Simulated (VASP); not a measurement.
# Si2Mo (I4/mmm) in VASP: single point with PBE

Aim: the single point of Si2Mo with PBE.

All numbers are computed with VASP 6.6.1; they aren't measurements. Logs are shortened: lines on timing, memory, paths and dates and some standing lists are left out, and cuts for length are marked.

### Step 1. The cell of the first run

The structure is tetragonal, space group I4/mmm (No. 139). Conventional cell: a = 3.217 Å, b = 3.217 Å, c = 7.873 Å, α = 90.00°, β = 90.00°, γ = 90.00°. Within 3.4 Å of Si (site symmetry 4mm) lie 9 Si at 2.60 to 3.22 Å and 5 Mo at 2.62 to 2.64 Å. Mo (site symmetry 4/mmm) has 10 Si at 2.62 to 2.64 Å and 4 Mo at 3.22 Å within 3.5 Å.

### Step 2. Single point, PBE

POSCAR reads:

```
Si2Mo
1.0
   -1.6084206996      1.6084206996      3.9364444677
    1.6084206996     -1.6084206996      3.9364444677
    1.6084206996      1.6084206996     -3.9364444677
Si Mo
2 1
Direct
    0.3350999135      0.3350999135      0.0000000000
    0.6649000865      0.6649000865      0.0000000000
    0.0000000000      0.0000000000      0.0000000000
```

INCAR.step1 reads:

```
SYSTEM = Si2Mo
PREC     = Accurate       ! precision mode
ENCUT    = 520            ! plane-wave cutoff, eV
EDIFF    = 1E-6           ! SCF threshold, eV
ISMEAR   = 0              ! smearing method
SIGMA    = 0.1            ! smearing width, eV
LREAL    = .FALSE.        ! projectors in reciprocal space
LASPH    = .TRUE.         ! aspherical terms in the spheres
NELM     = 100            ! most SCF steps
ALGO     = Normal         ! electronic algorithm
ISIF     = 2              ! what is computed and relaxed
LWAVE    = .FALSE.        ! write WAVECAR
LCHARG   = .TRUE.         ! write CHGCAR
LMAXMIX  = 4              ! l up to which the mixer works
GGA      = PE             ! functional
NBANDS   = 18             ! bands
```

KPOINTS.step1 reads:

```
Automatic mesh
0
G
  18 18 18
  0 0 0
```

INCAR.step2 reads:

```
SYSTEM = Si2Mo
PREC     = Accurate       ! precision mode
ENCUT    = 520            ! plane-wave cutoff, eV
EDIFF    = 1E-6           ! SCF threshold, eV
ISMEAR   = -5             ! smearing method
SIGMA    = 0.1            ! smearing width, eV
LREAL    = .FALSE.        ! projectors in reciprocal space
LASPH    = .TRUE.         ! aspherical terms in the spheres
NELM     = 100            ! most SCF steps
ALGO     = Normal         ! electronic algorithm
ISIF     = 2              ! what is computed and relaxed
LWAVE    = .FALSE.        ! write WAVECAR
LCHARG   = .FALSE.        ! write CHGCAR
LMAXMIX  = 4              ! l up to which the mixer works
GGA      = PE             ! functional
LORBIT   = 10             ! projections on sites
NEDOS    = 1001           ! points of the DOS
ICHARG   = 11             ! starting density
```

KPOINTS.step2 reads:

```
Automatic mesh
0
G
  27 27 27
  0 0 0
```

Potentials or basis: VASP PAW PBE potentials, release 64 (Si, Mo_sv).

Launch:

```
cat potpaw_PBE.64/Si/POTCAR potpaw_PBE.64/Mo_sv/POTCAR > POTCAR
cp INCAR.step1 INCAR
cp KPOINTS.step1 KPOINTS
mpirun -np 1 vasp_std > vasp.out
cp INCAR.step2 INCAR
cp KPOINTS.step2 KPOINTS
mpirun -np 1 vasp_std > vasp.out
```

OUTCAR:

```text
SYSTEM = Si2Mo
   PREC = Accurate
   ENCUT = 520
   EDIFF = 1E-6
   ISMEAR = -5
   LREAL = .FALSE.
   LASPH = .TRUE.
   NELM = 100
   ISIF = 2
   GGA = PE
   LORBIT = 10
   ICHARG = 11

 ion  position               nearest neighbor table
   1  0.335  0.335  0.000-   2 2.60   3 2.62   3 2.62   3 2.62   3 2.62   3 2.64   2 2.64   2 2.64
                             2 2.64   2 2.64
   2  0.665  0.665  0.000-   1 2.60   3 2.62   3 2.62   3 2.62   3 2.62   3 2.64   1 2.64   1 2.64
                             1 2.64   1 2.64
   3  0.000  0.000  0.000-   2 2.62   2 2.62   2 2.62   1 2.62   2 2.62   1 2.62   1 2.62   1 2.62
                             1 2.64   2 2.64

  LATTYP: Found a body centered tetragonal cell.
 ALAT       =     3.2168413992
 C/A-ratio  =     2.4473972939

  Lattice vectors:

 A1 = (  -1.6084206996,   1.6084206996,   3.9364444677)
 A2 = (   1.6084206996,  -1.6084206996,   3.9364444677)
 A3 = (   1.6084206996,   1.6084206996,  -3.9364444677)

Analysis of symmetry for initial positions (statically):
=====================================================================
 Subroutine PRICEL returns:
 Original cell was already a primitive cell.

 Routine SETGRP: Setting up the symmetry group for a
 body centered tetragonal supercell.

 Subroutine GETGRP returns: Found 16 space group operations
 (whereof 16 operations were pure point group operations)
 out of a pool of 16 trial point group operations.

The static configuration has the point symmetry D_4h.

Analysis of symmetry for dynamics (positions and initial velocities):
=====================================================================
 Subroutine PRICEL returns:
 Original cell was already a primitive cell.

 Routine SETGRP: Setting up the symmetry group for a
 body centered tetragonal supercell.

 Subroutine GETGRP returns: Found 16 space group operations
 (whereof 16 operations were pure point group operations)
 out of a pool of 16 trial point group operations.

The dynamic configuration has the point symmetry D_4h.

 Subroutine INISYM returns: Found 16 space group operations
 (whereof 16 operations are pure point group operations),
 and found     1 'primitive' translations

----------------------------------------------------------------------------------------

                                     Primitive cell

  volume of cell :      40.7346

  direct lattice vectors                    reciprocal lattice vectors
    -1.608420700  1.608420700  3.936444468     0.000000000  0.310863943  0.127018177
     1.608420700 -1.608420700  3.936444468     0.310863943  0.000000000  0.127018177
     1.608420700  1.608420700 -3.936444468     0.310863943  0.310863943  0.000000000

  length of vectors
     4.546386405  4.546386405  4.546386405     0.335812460  0.335812460  0.439628004

  position of ions in fractional coordinates (direct lattice)
     0.335099914  0.335099914  0.000000000
     0.664900086  0.664900086  0.000000000
     0.000000000  0.000000000  0.000000000

  ion indices of the primitive-cell ions
   primitive index   ion index
                 1           1
                 2           2
                 3           3

----------------------------------------------------------------------------------------

 KPOINTS: Automatic mesh

Automatic generation of k-mesh.
 Grid dimensions read from file:
 generate k-points for:   27   27   27

 Generating k-lattice:

  Cartesian coordinates                     Fractional coordinates (reciprocal lattice)
     0.000000000  0.011513479  0.004704377     0.037037037  0.000000000  0.000000000
     0.011513479  0.000000000  0.004704377     0.000000000  0.037037037  0.000000000
     0.011513479  0.011513479  0.000000000     0.000000000  0.000000000  0.037037037

  Length of vectors
     0.012437499  0.012437499  0.016282519

  Shift w.r.t. Gamma in fractional coordinates (k-lattice)
     0.000000000  0.000000000  0.000000000

 TETIRR: Found  24933 inequivalent tetrahedra from   118098

 Subroutine IBZKPT returns following result:
 ===========================================

 Found   1470 irreducible k-points:

 Following reciprocal coordinates:
            Coordinates               Weight
  0.000000  0.000000  0.000000      1.000000
  0.037037 -0.000000  0.000000      8.000000
  0.074074 -0.000000  0.000000      8.000000
  0.111111  0.000000  0.000000      8.000000
  0.148148  0.000000  0.000000      8.000000
  0.185185  0.000000  0.000000      8.000000
[... 16 lines left out ...]
  0.333333  0.037037  0.000000     16.000000
  0.370370  0.037037  0.000000     16.000000
 [... further k-points ...]
   k-points           NKPTS =   1470   k-points in BZ     NKDIM =   1470   number of bands    NBANDS=     15
   number of dos      NEDOS =   1001   number of ions     NIONS =      3
   total plane-waves  NPLWV =  46656
   dimension x,y,z NGX =    36 NGY =   36 NGZ =   36
   dimension x,y,z NGXF=    72 NGYF=   72 NGZF=   72
   ions per type =               2   1
   NGX,Y,Z   is equivalent  to a cutoff of  13.16, 13.16, 13.16 a.u.
   NGXF,Y,Z  is equivalent  to a cutoff of  26.33, 26.33, 26.33 a.u.
 SYSTEM =  Si2Mo
   PREC   = accura    normal or accurate (medium, high low for compatibility)
   ISTART =      0    job   : 0-new  1-cont  2-samecut
   ICHARG =     11    charge: 1-file 2-atom 10-const
   ISPIN  =      1    spin polarized calculation?
   LNONCOLLINEAR =      F non collinear calculations
   LSORBIT =      F    spin-orbit coupling
   LASPH  =      T    aspherical Exc in radial PAW
   ENCUT  =  520.0 eV  38.22 Ry    6.18 a.u.   8.45  8.45  8.45*2*pi/ulx,y,z
   NELM   =    100;   NELMIN=  2; NELMDL=  0     # of ELM steps
   EDIFF  = 0.1E-05   stopping-criterion for ELM
   LREAL  =      F    real-space projection
   EDIFFG = 0.1E-04   stopping-criterion for IOM
   NSW    =      0    number of steps for IOM
   IBRION =     -1    ionic relax: 0-MD 1-quasi-New 2-CG
   NFREE  =      0    steps in history (QN), initial steepest desc. (CG)
   ISIF   =      2    stress and relaxation
   ISYM   =      2    0-nonsym 1-usesym 2-fastsym
   POTIM  = 0.5000    time-step for ionic-motion
   TEBEG  =    0.0;   TEEND  =   0.0 temperature during run
   PSTRESS=    0.0 pullay stress
   NELECT =      22.0000    total number of electrons
   NUPDOWN=      -1.0000    fix difference up-down
   EMIN   =  10.00;   EMAX   =-10.00  energy-range for DOS
   EFERMI =   0.00;   METHOD = LEGACY
   ISMEAR =    -5;   SIGMA  =   0.10  broadening in eV -4-tet -1-fermi 0-gaus
   EFERMI_NEDOS =   21; number of points for ismear=-14 and -15
   IALGO  =     38    algorithm
   IMIX   =      4    mixing-type and parameters
     AMIX     =   0.40;   BMIX     =  1.00
     AMIX_MAG =   1.60;   BMIX_MAG =  1.00
  volume/ion in A,a.u.               =      13.58        91.63
  Fermi-wavevector in a.u.,A,eV,Ry     =   1.333198  2.519378 24.183217  1.777416
  Thomas-Fermi vector in A             =   2.462074
   LORBIT       =     10    0 simple, 1 ext, 2 COOP (PROOUT), +10 PAW based schemes
   GGA     = PE    functional components
   LHFCALC =     F    Hartree Fock is set to
   AEXX    =    0.0000 exact exchange contribution
   IVDW    =     0    specifies the selected vdW correction
   LEPSILON=     F    determine dielectric tensor
   LRPA    =     F    only Hartree local field effects (RPA)
 non-spin polarized calculation
 Fermi weights with tetrahedron method with Bloechl corrections
  energy-cutoff  :      520.00
  volume of cell :       40.73
 maximum number of plane-waves:      1134
 NGX is ok and might be reduce to    36

 number of electron      22.0000000 magnetization

 Free energy of the ion-electron system (eV)
  ---------------------------------------------------
  ext. energy  EPLUGINS =         0.00000000
  ---------------------------------------------------
  free energy    TOTEN  =       -23.26153539 eV

  energy without entropy =      -23.26153539  energy(sigma->0) =      -23.26153539

 E-fermi :  12.0656     XC(G=0): -12.3693

 val. band max:       12.0757149519   @ k =  -0.1852  -0.2222   0.1481
 cond. band min:      12.0525495062   @ k =  -0.4815  -0.4815   0.2963
 fundamental gap:     -0.0231654458
 Fermi energy:        12.0656163626

 k-point     1 :       0.0000    0.0000    0.0000
  band No.  band energies     occupation
      1     -48.6633      2.00000
      2     -22.8044      2.00000
      3     -22.7379      2.00000
      4     -22.7379      2.00000
      5      -1.2491      2.00000
      6       5.7650      2.00000
      7       8.6506      2.00000
      8       9.0829      2.00000
      9       9.4885      2.00000
     10       9.4885      2.00000
     11      12.4298      0.00000
     12      15.1447      0.00000
     13      15.3175      0.00000
     14      15.5432      0.00000
     15      15.5432      0.00000

 k-point     2 :       0.0370   -0.0000    0.0000
  band No.  band energies     occupation
      1     -48.6631      2.00000
      2     -22.8042      2.00000
      3     -22.7412      2.00000
      4     -22.7376      2.00000
      5      -1.2244      2.00000
      6       5.7662      2.00000
      7       8.5503      2.00000
      8       9.0859      2.00000
      9       9.5050      2.00000
     10       9.5478      2.00000
     11      12.3470     -0.04961
     12      15.0161      0.00000
     13      15.3595      0.00000
     14      15.4012      0.00000
     15      15.6325      0.00000

 k-point     3 :       0.0741   -0.0000    0.0000
  band No.  band energies     occupation
      1     -48.6624      2.00000
      2     -22.8035      2.00000
      3     -22.7510      2.00000
      4     -22.7367      2.00000
      5      -1.1504      2.00000
      6       5.7677      2.00000
      7       8.3120      2.00000
      8       9.0901      2.00000
      9       9.5543      2.00000
     10       9.6707      2.00000
     11      12.1293      0.59109
     12      14.7268      0.00000
     13      15.0585      0.00000
     14      15.5443      0.00000
     15      15.8547      0.00000
[... 343 lines left out ...]
 k-point    23 :       0.3333    0.0370    0.0000
  band No.  band energies     occupation
      1     -48.6502      2.00000
      2     -22.9201      2.00000
      3     -22.7907      2.00000
      4     -22.7239      2.00000
      5       0.6961      2.00000
      6       4.5585      2.00000
      7       6.9711      2.00000
      8       8.2805      2.00000
      9       9.8002      2.00000
     10       9.9115      2.00000
     11      10.9389      2.00000
     12      13.6928      0.00000
     13      14.7166      0.00000
     14      15.6791      0.00000
     15      16.5068      0.00000

 k-point    24 :       0.3704    0.0370    0.0000
  band No.  band energies     occupation
      1     -48.6486      2.00000
      2     -22.9423      2.00000
      3     -22.7888      2.00000
      4     -22.7217      2.00000
      5       1.0991      2.00000
      6       4.1597      2.00000
      7       6.9577      2.00000
      8       8.0884      2.00000
      9       9.7106      2.00000
     10       9.7987      2.00000
     11      11.1281      2.00000
     12      13.8475      0.00000
     13      14.9454      0.00000
     14      15.5820      0.00000
     15      16.5095      0.00000

 [... further k-points ...]

------------------------ aborting loop because EDIFF is reached ----------------------------------------

  FORCE on cell =-STRESS in cart. coord.  units (eV):
  Direction    XX          YY          ZZ          XY          YZ          ZX
  --------------------------------------------------------------------------------------
  -------------------------------------------------------------------------------------
  Total        0.0567902      0.0567902      0.0678499      0.0000000      0.0000000     -0.0000000
  in kB        2.2336788      2.2336788      2.6686799      0.0000000      0.0000000     -0.0000000
  external PRESSURE =       2.3786792 kB  Pullay stress =       0.0000000 kB

 VOLUME and BASIS-vectors are now :
 -----------------------------------------------------------------------------
  energy-cutoff  :      520.00
  volume of cell :       40.73
      direct lattice vectors                 reciprocal lattice vectors
    -1.608420700  1.608420700  3.936444468     0.000000000  0.310863943  0.127018177
     1.608420700 -1.608420700  3.936444468     0.310863943  0.000000000  0.127018177
     1.608420700  1.608420700 -3.936444468     0.310863943  0.310863943  0.000000000

 POSITION                                       TOTAL-FORCE (eV/Angst)
 -----------------------------------------------------------------------------------
      0.00000      0.00000      2.63820         0.000000      0.000000      0.004359
      0.00000      0.00000      5.23468         0.000000      0.000000     -0.004359
      0.00000      0.00000      0.00000        -0.000000     -0.000000      0.000000
 -----------------------------------------------------------------------------------
    total drift:                                0.000000      0.000000      0.000000

  FREE ENERGIE OF THE ION-ELECTRON SYSTEM (eV)
  ---------------------------------------------------
  free  energy   TOTEN  =       -23.2615353856 eV

  energy  without entropy=      -23.2615353856  energy(sigma->0) =      -23.26153539

 total charge

# of ion       s       p       d       tot
------------------------------------------
    1        0.741   0.869   0.000   1.611
    2        0.741   0.869   0.000   1.611
    3        2.281   6.202   4.163  12.646
--------------------------------------------------
tot          3.764   7.940   4.163  15.867
```

Wall time 26 min (1 thread of Intel Xeon Platinum 8375C at 2.90GHz (Ice Lake), shared host); peak memory 0.98 GiB.

What came out:

```yaml
Valence_electrons_inside_the_program's_atomic_spheres: Si 1.61; Mo 12.65
```
